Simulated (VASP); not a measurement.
Here is a VASP 6.6.1 calculation.

The input INCAR:

```
SYSTEM = TaN
ALGO = Normal
EDIFF = 1E-6
ENCUT = 520
GGA = PS
ISIF = 2
ISMEAR = -1
LASPH = .True.
LCHARG = .False.
LREAL = .False.
LWAVE = .False.
NBANDS = 33
NELM = 80
PREC = Accurate
SIGMA = 0.1
```

KPOINTS

```
k-points
0
Gamma
  7 7 11
  0 0 0
```

POSCAR

```
TaN
1.0
    5.1801748312      0.0000000000      0.0000000000
   -2.5900874156      4.4861629998      0.0000000000
    0.0000000000      0.0000000000      2.8938939572
Ta N
3 3
Direct
    0.3333333333      0.6666666667      0.5000000000
    0.6666666667      0.3333333333      0.5000000000
    0.0000000000      0.0000000000      0.0000000000
    0.3933382534      0.0000000000      0.0000000000
    0.6066617466      0.6066617466      0.0000000000
    0.0000000000      0.3933382534      0.0000000000
```

Potentials or basis: VASP PAW PBE potentials, release 64 (Ta_pv, N).

Run with:

```sh
$ cat potpaw_PBE.64/Ta_pv/POTCAR potpaw_PBE.64/N/POTCAR > POTCAR
$ mpirun -np 1 vasp_std > vasp.out
```

(1) Estimate the band gap on the k mesh.

(2) Estimate the pressure.

(3) What does it give for the largest force?

Answers

(1) zero (bands 24 and 25 overlap by 3.22 eV).

(2) 1.0 GPa.

(3) 0.006 eV/Å.

Caveat: the PAW data sets were made with another functional, which shifts forces and pressure a little; spin-orbit coupling is left out, which moves the levels of the heavy elements.
